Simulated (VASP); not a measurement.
Wanted: the native input for a VASP 6.6.1 run.

| Property | Result |
| --- | --- |
| Task | density of states |
| Functional | PBE |
| Potentials or basis | VASP PAW PBE potentials, release 64 (Ba_sv, Te) |
| Cutoff | 520 eV |
| k mesh | 10 × 10 × 10 |
| Occupations | fermi-dirac, width 0.05 eV |
| Spin | no spin polarisation |
| Dipole correction | no |
| k mesh for the DOS | 15 × 15 × 15 |
| Occupations for the DOS | tetrahedron |
| Further INCAR settings | ALGO = Normal; EDIFF = 1e-06; NBANDS = 15 |

BaTe:

```
Ba Te
1.0
     0.00000    3.41000    3.41000
     3.41000    0.00000    3.41000
     3.41000    3.41000    0.00000
Ba Te
1 1
Direct
  0.00000 0.00000 0.00000
  0.50000 0.50000 0.50000
```

These files were run (other wordings do the same):

POSCAR

```
BaTe
1.0
    0.0000000000      3.4100000000      3.4100000000
    3.4100000000      0.0000000000      3.4100000000
    3.4100000000      3.4100000000      0.0000000000
Ba Te
1 1
Direct
    0.0000000000      0.0000000000      0.0000000000
    0.5000000000      0.5000000000      0.5000000000
```

INCAR.step1

```
ALGO     = Normal         # electronic algorithm
EDIFF    = 1E-6           # SCF threshold, eV
ENCUT    = 520            # plane-wave cutoff, eV
GGA      = PE             # functional
ISIF     = 2              # what is computed and relaxed
ISMEAR   = -1             # smearing method
LASPH    = True           # aspherical terms in the spheres
LCHARG   = True           # write CHGCAR
LREAL    = False          # projectors in reciprocal space
LWAVE    = False          # write WAVECAR
NBANDS   = 15             # bands
NELM     = 100            # most SCF steps
PREC     = Accurate       # precision mode
SIGMA    = 0.05           # smearing width, eV
```

KPOINTS.step1

```
k-points
0
Gamma
  10 10 10
```

INCAR.step2

```
ALGO     = Normal         # electronic algorithm
EDIFF    = 1E-6           # SCF threshold, eV
ENCUT    = 520            # plane-wave cutoff, eV
GGA      = PE             # functional
ICHARG   = 11             # starting density
ISIF     = 2              # what is computed and relaxed
ISMEAR   = -5             # smearing method
LASPH    = True           # aspherical terms in the spheres
LCHARG   = False          # write CHGCAR
LORBIT   = 11             # projections on sites
LREAL    = False          # projectors in reciprocal space
LWAVE    = False          # write WAVECAR
NBANDS   = 15             # bands
NEDOS    = 1001           # points of the DOS
NELM     = 100            # most SCF steps
PREC     = Accurate       # precision mode
SIGMA    = 0.05           # smearing width, eV
```

KPOINTS.step2

```
k-points
0
Gamma
  15 15 15
```

Potentials or basis: VASP PAW PBE potentials, release 64 (Ba_sv, Te).

The run is started by

```bash
$ cat potpaw_PBE.64/Ba_sv/POTCAR potpaw_PBE.64/Te/POTCAR > POTCAR
$ cp INCAR.step1 INCAR
$ cp KPOINTS.step1 KPOINTS
$ mpirun -np 1 vasp_std > vasp.out
$ cp INCAR.step2 INCAR
$ cp KPOINTS.step2 KPOINTS
$ mpirun -np 1 vasp_std > vasp.out
```

Results of the run:

```
Valence electrons inside the program's atomic spheres : Ba 7.94; Te 3.51
```

Caveat: spin-orbit coupling is left out, which moves the levels of the heavy elements.

Wall time 78 s on 1 thread of AMD EPYC 9R45 96-Core Processor (Zen 5), with other jobs on the host, peak memory 0.27 GiB.
